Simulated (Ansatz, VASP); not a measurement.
# BAs in VASP and in Ansatz

```
B As
1.0
     0.00000    2.36594    2.36594
     2.36594    0.00000    2.36594
     2.36594    2.36594    0.00000
B As
1 1
Direct
  0.00000 0.00000 0.00000
  0.25000 0.25000 0.25000
```

Alike in both runs: functional LDA; k mesh 8 × 8 × 8; no spin polarisation.

Ansatz relaxed the structure, and its values are those at the end. VASP's run is a single point on that final structure, the one shown.

|  | VASP | Ansatz |
| --- | --- | --- |
| version | VASP 6.6.1 | Ansatz 0.2.0 |
| potentials or method | VASP PAW LDA potentials, release 64 (B, As_d) | plane waves, PAW |
| plane-wave cutoff (eV) | 560 | 420 |
| occupations | gaussian, width 0.01 eV | fixed |
| valence electrons in the cell | 18 | 18 |

```csv
,VASP,Ansatz,Ansatz less VASP
pressure (GPa),1.1,0.0,-1.03
```

LDA's correlation is that of Perdew and Zunger in VASP and of Perdew and Wang (1992) in Ansatz.
